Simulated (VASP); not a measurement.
# Ga (Fm-3m) in VASP: further runs

Runs on Ga. Level: PBE. Tasks: single point.

Program: VASP 6.6.1. These are calculated values, not measurements. Logs are shortened: lines on timing, memory, paths and dates and some standing lists are left out, and cuts for length are marked.

## (1) The cell of the first run

Symmetry: Fm-3m, No. 225, cubic system. The conventional cell has a = 4.231 Å, b = 4.231 Å, c = 4.231 Å, α = 90.00°, β = 90.00°, γ = 90.00°. Ga (site symmetry m-3m) has 12 Ga at 2.99 Å within 3.9 Å.

## (2) Single point, PBE

The input, INCAR:

```
SYSTEM = Ga
PREC     = Accurate       ! precision mode
ENCUT    = 520            ! plane-wave cutoff, eV
EDIFF    = 1E-6           ! SCF threshold, eV
ISMEAR   = 0              ! smearing method
SIGMA    = 0.05           ! smearing width, eV
LREAL    = .FALSE.        ! projectors in reciprocal space
LASPH    = .TRUE.         ! aspherical terms in the spheres
NELM     = 80             ! most SCF steps
ALGO     = Normal         ! electronic algorithm
ISIF     = 2              ! what is computed and relaxed
LWAVE    = .FALSE.        ! write WAVECAR
LCHARG   = .FALSE.        ! write CHGCAR
GGA      = PE             ! functional
NBANDS   = 12             ! bands
```

The input, KPOINTS:

```
regular mesh
0
G
  16 16 16
  0 0 0
```

The input, POSCAR:

```
Ga
1.0
    0.0000000000      2.1153974111      2.1153974111
    2.1153974111      0.0000000000      2.1153974111
    2.1153974111      2.1153974111      0.0000000000
Ga
1
Direct
    0.0000000000      0.0000000000      0.0000000000
```

Potentials or basis: VASP PAW PBE potentials, release 64 (Ga_d).

Launch:

```sh
$ cat potpaw_PBE.64/Ga_d/POTCAR > POTCAR
$ mpirun -np 1 vasp_std > vasp.out
```

OUTCAR:

```text
SYSTEM = Ga
   PREC = Accurate
   ENCUT = 520
   EDIFF = 1E-6
   ISMEAR = 0
   LREAL = .FALSE.
   LASPH = .TRUE.
   NELM = 80
   ISIF = 2
   GGA = PE

 ion  position               nearest neighbor table
   1  0.000  0.000  0.000-

  LATTYP: Found a face centered cubic cell.
 ALAT       =     4.2307948222

  Lattice vectors:

 A1 = (   0.0000000000,   2.1153974111,   2.1153974111)
 A2 = (   2.1153974111,   0.0000000000,   2.1153974111)
 A3 = (   2.1153974111,   2.1153974111,   0.0000000000)

Analysis of symmetry for initial positions (statically):
=====================================================================
 Subroutine PRICEL returns:
 Original cell was already a primitive cell.

 Routine SETGRP: Setting up the symmetry group for a
 face centered cubic supercell.

 Subroutine GETGRP returns: Found 48 space group operations
 (whereof 48 operations were pure point group operations)
 out of a pool of 48 trial point group operations.

The static configuration has the point symmetry O_h .

Analysis of symmetry for dynamics (positions and initial velocities):
=====================================================================
 Subroutine PRICEL returns:
 Original cell was already a primitive cell.

 Routine SETGRP: Setting up the symmetry group for a
 face centered cubic supercell.

 Subroutine GETGRP returns: Found 48 space group operations
 (whereof 48 operations were pure point group operations)
 out of a pool of 48 trial point group operations.

The dynamic configuration has the point symmetry O_h .

 Subroutine INISYM returns: Found 48 space group operations
 (whereof 48 operations are pure point group operations),
 and found     1 'primitive' translations

----------------------------------------------------------------------------------------

                                     Primitive cell

  volume of cell :      18.9324

  direct lattice vectors                    reciprocal lattice vectors
     0.000000000  2.115397411  2.115397411    -0.236362207  0.236362207  0.236362207
     2.115397411  0.000000000  2.115397411     0.236362207 -0.236362207  0.236362207
     2.115397411  2.115397411  0.000000000     0.236362207  0.236362207 -0.236362207

  length of vectors
     2.991623709  2.991623709  2.991623709     0.409391351  0.409391351  0.409391351

  position of ions in fractional coordinates (direct lattice)
     0.000000000  0.000000000  0.000000000

  ion indices of the primitive-cell ions
   primitive index   ion index
                 1           1

[... 81 lines left out ...]
   PSTRESS=    0.0 pullay stress
   NELECT =      13.0000    total number of electrons
   NUPDOWN=      -1.0000    fix difference up-down
   EMIN   =  10.00;   EMAX   =-10.00  energy-range for DOS
   EFERMI =   0.00;   METHOD = LEGACY
   ISMEAR =     0;   SIGMA  =   0.05  broadening in eV -4-tet -1-fermi 0-gaus
   EFERMI_NEDOS =   21; number of points for ismear=-14 and -15
   IALGO  =     38    algorithm
   IMIX   =      4    mixing-type and parameters
     AMIX     =   0.40;   BMIX     =  1.00
     AMIX_MAG =   1.60;   BMIX_MAG =  1.00
  volume/ion in A,a.u.               =      18.93       127.76
  Fermi-wavevector in a.u.,A,eV,Ry     =   1.444289  2.729310 28.381339  2.085970
  Thomas-Fermi vector in A             =   2.562600
   LORBIT       =      0    0 simple, 1 ext, 2 COOP (PROOUT), +10 PAW based schemes
   GGA     = PE    functional components
   LHFCALC =     F    Hartree Fock is set to
   AEXX    =    0.0000 exact exchange contribution
   IVDW    =     0    specifies the selected vdW correction
   LEPSILON=     F    determine dielectric tensor
   LRPA    =     F    only Hartree local field effects (RPA)
 non-spin polarized calculation
 Gauss-broadening in eV      SIGMA  =   0.05
  energy-cutoff  :      520.00
  volume of cell :       18.93
 maximum number of plane-waves:       531
 NGX is ok and might be reduce to    24
   NGX = 11   NGY = 11   NGZ = 11

 number of electron      13.0000010 magnetization

 Free energy of the ion-electron system (eV)
  ---------------------------------------------------
  ext. energy  EPLUGINS =         0.00000000
  ---------------------------------------------------
  free energy    TOTEN  =        -2.88571148 eV

  energy without entropy =       -2.88465986  energy(sigma->0) =       -2.88518567

 E-fermi :   5.5307     XC(G=0): -11.0028

 val. band max:        5.5282432409   @ k =   0.3750   0.0625   0.0000
 cond. band min:       5.5350098477   @ k =  -0.3125   0.4375   0.1250
 fundamental gap:      0.0067666068
 Fermi energy:         5.5307022201

 k-point     1 :       0.0000    0.0000    0.0000
  band No.  band energies     occupation
      1      -9.3721      2.00000
      2      -9.3721      2.00000
      3      -9.3721      2.00000
      4      -9.2529      2.00000
      5      -9.2529      2.00000
      6      -5.4919      2.00000
      7      17.7064      0.00000
      8      17.7064      0.00000
      9      17.7064      0.00000
     10      21.3407      0.00000
     11      21.5728      0.00000
     12      21.5728      0.00000
[... 331 lines left out ...]
 k-point    24 :      -0.0625    0.0625    0.0000
  band No.  band energies     occupation
      1      -9.3771      2.00000
      2      -9.3615      2.00000
      3      -9.3574      2.00000
      4      -9.2596      2.00000
      5      -9.2494      2.00000
      6      -5.2247      2.00000
      7      15.5914      0.00000
      8      15.9039      0.00000
      9      17.8149      0.00000
     10      20.2864      0.00000
     11      21.7971      0.00000
     12      22.9085      0.00000

 [... further k-points ...]

------------------------ aborting loop because EDIFF is reached ----------------------------------------

  FORCE on cell =-STRESS in cart. coord.  units (eV):
  Direction    XX          YY          ZZ          XY          YZ          ZX
  --------------------------------------------------------------------------------------
  -------------------------------------------------------------------------------------
  Total        0.0079663      0.0079663      0.0079663     -0.0000000     -0.0000000     -0.0000000
  in kB        0.6741598      0.6741598      0.6741598     -0.0000000     -0.0000000     -0.0000000
  external PRESSURE =       0.6741598 kB  Pullay stress =       0.0000000 kB

 VOLUME and BASIS-vectors are now :
 -----------------------------------------------------------------------------
  energy-cutoff  :      520.00
  volume of cell :       18.93
      direct lattice vectors                 reciprocal lattice vectors
     0.000000000  2.115397411  2.115397411    -0.236362207  0.236362207  0.236362207
     2.115397411  0.000000000  2.115397411     0.236362207 -0.236362207  0.236362207
     2.115397411  2.115397411  0.000000000     0.236362207  0.236362207 -0.236362207

 POSITION                                       TOTAL-FORCE (eV/Angst)
 -----------------------------------------------------------------------------------
      0.00000      0.00000      0.00000         0.000000      0.000000      0.000000
 -----------------------------------------------------------------------------------
    total drift:                                0.000000      0.000000     -0.000000

  FREE ENERGIE OF THE ION-ELECTRON SYSTEM (eV)
  ---------------------------------------------------
  free  energy   TOTEN  =        -2.8857114824 eV

  energy  without entropy=       -2.8846598645  energy(sigma->0) =       -2.88518567
```

OSZICAR:

```text
N       E                     dE             d eps       ncg     rms          rms(c)
DAV:   1     0.446555836135E+02    0.44656E+02   -0.66512E+03  3680   0.188E+03
DAV:   2    -0.765066168417E+00   -0.45421E+02   -0.43729E+02  3652   0.265E+02
DAV:   3    -0.289449670658E+01   -0.21294E+01   -0.21245E+01  4000   0.458E+01
DAV:   4    -0.291235989178E+01   -0.17863E-01   -0.17861E-01  4048   0.451E+00
DAV:   5    -0.291255805732E+01   -0.19817E-03   -0.19816E-03  4212   0.454E-01    0.821E-01
DAV:   6    -0.289122383246E+01    0.21334E-01   -0.33249E-02  4408   0.366E+00    0.420E-01
DAV:   7    -0.288624849389E+01    0.49753E-02   -0.65287E-03  5100   0.134E+00    0.115E-01
DAV:   8    -0.288570688263E+01    0.54161E-03   -0.61009E-04  4220   0.448E-01    0.881E-03
DAV:   9    -0.288571106169E+01   -0.41791E-05   -0.62601E-06  4864   0.366E-02    0.309E-03
DAV:  10    -0.288571148243E+01   -0.42075E-06   -0.20060E-07  2772   0.712E-03
   1 F= -.28857115E+01 E0= -.28851857E+01  d E =-.105162E-02
```

stdout:

```text
POSCAR found type information on POSCAR Ga
 POSCAR found :  1 types and       1 ions
 scaLAPACK will be used
 LDA part: xc-table for (Slater+PW92), standard interpolation
 POSCAR, INCAR and KPOINTS ok, starting setup
 FFT: planning ... GRIDC
 FFT: planning ... GRID_SOFT
 FFT: planning ... GRID
 WAVECAR not read
 entering main loop
```

Run time: 27 s. Hardware: 1 thread of Intel Xeon 8259CL, shared host; peak memory 0.16 GiB.

Results:

```
Free energy : -2.8857 eV
Pressure    : 0.1 GPa
```

## (3) Single point, PBE

This run uses another cell than the first one, of 19.40 Å³/atom, 1.025 times its volume.

The input, INCAR:

```
SYSTEM = Ga
PREC = Accurate
ENCUT = 520
EDIFF = 1E-6
ISMEAR = 0
SIGMA = 0.05
LREAL = .False.
LASPH = .True.
NELM = 80
ALGO = Normal
ISIF = 2
LWAVE = .False.
LCHARG = .False.
GGA = PE
NBANDS = 12
```

The input, KPOINTS:

```
regular mesh
0
Gamma
  16 16 16
  0 0 0
```

The input, POSCAR:

```
Ga
1.0
    0.0000000000      2.1327277978      2.1327277978
    2.1327277978      0.0000000000      2.1327277978
    2.1327277978      2.1327277978      0.0000000000
Ga
1
Direct
    0.0000000000      0.0000000000      0.0000000000
```

Potentials or basis: VASP PAW PBE potentials, release 64 (Ga_d).

Launch:

```sh
$ cat potpaw_PBE.64/Ga_d/POTCAR > POTCAR
$ mpirun -np 1 vasp_std > vasp.out
```

It took 28 s on 1 thread of Intel Xeon 8259CL, shared host; peak memory 0.16 GiB.

Results (log left out):

- Free energy: -2.8844 eV
- Pressure: -1.0 GPa

Levels at points of the mesh, in eV from the Fermi level:
```tsv
k point	band 2	band 3	band 4	band 5	band 6	band 7	band 8	band 9	band 10	band 11
(0.00, 0.00, 0.00)	-14.88	-14.88	-14.77	-14.77	-10.84	11.90	11.90	11.90	15.67	15.82
(0.50, 0.00, 0.00)	-14.88	-14.88	-14.68	-14.68	-4.94	-3.84	9.61	9.61	14.31	14.31
(0.50, 0.50, 0.00)	-14.99	-14.68	-14.65	-14.65	-2.45	-2.40	4.84	4.84	8.29	8.32
```

## (4) Single point, PBE

This run uses another cell than the first one, of 19.59 Å³/atom, 1.035 times its volume.

The input, INCAR:

```
SYSTEM = Ga
ALGO = Normal
EDIFF = 1E-6
ENCUT = 520
GGA = PE
ISIF = 2
ISMEAR = 0
LASPH = .True.
LCHARG = .True.
LELF = .True.
LREAL = .False.
LVHAR = .True.
LWAVE = .False.
NBANDS = 12
NELM = 60
PREC = Accurate
SIGMA = 0.05
```

The input, KPOINTS:

```
k-points
0
Gamma
  16 16 16
  0 0 0
```

The input, POSCAR:

```
Ga
1.0
    0.0000000000      2.1397920650      2.1397920650
    2.1397920650      0.0000000000      2.1397920650
    2.1397920650      2.1397920650      0.0000000000
Ga
1
Direct
    0.0000000000      0.0000000000      0.0000000000
```

Launch:

```sh
$ cat potpaw_PBE.64/Ga_d/POTCAR > POTCAR
$ mpirun -np 1 vasp_std > vasp.out
```

It took 32 s on 1 thread of Intel Xeon 8259CL, shared host; peak memory 0.16 GiB.

It converged, with:

- Free energy: -2.8829 eV
- Pressure: -1.5 GPa

Levels at points of the mesh, in eV from the Fermi level:
```
           k point  band 3  band 4  band 5  band 6  band 7  band 8  band 9  band 10
(0.00, 0.00, 0.00)  -14.88  -14.77  -14.77  -10.77   11.80   11.80   11.80    15.62
(0.50, 0.00, 0.00)  -14.87  -14.67  -14.67   -4.93   -3.79    9.53    9.53    14.23
(0.50, 0.50, 0.00)  -14.68  -14.65  -14.65   -2.42   -2.42    4.81    4.81     8.26
```

## (5) The runs side by side

| cell | gap on the mesh (eV) | pressure (GPa) |
| --- | --- | --- |
| a = 2.992 Å, angles 60.0°, 1 atom | none | 0.1 |
| a = 3.016 Å, angles 60.0°, 1 atom | none | -1.0 |
| a = 3.026 Å, angles 60.0°, 1 atom | none | -1.5 |

Alike in all rows: task single point; level PBE; potentials or basis VASP PAW PBE potentials, release 64 (Ga_d); no spin polarisation; k mesh 16 × 16 × 16; cutoff (eV) 520; smearing gaussian 0.05 eV.

Absolute energies hang on the potentials; compare differences alone.
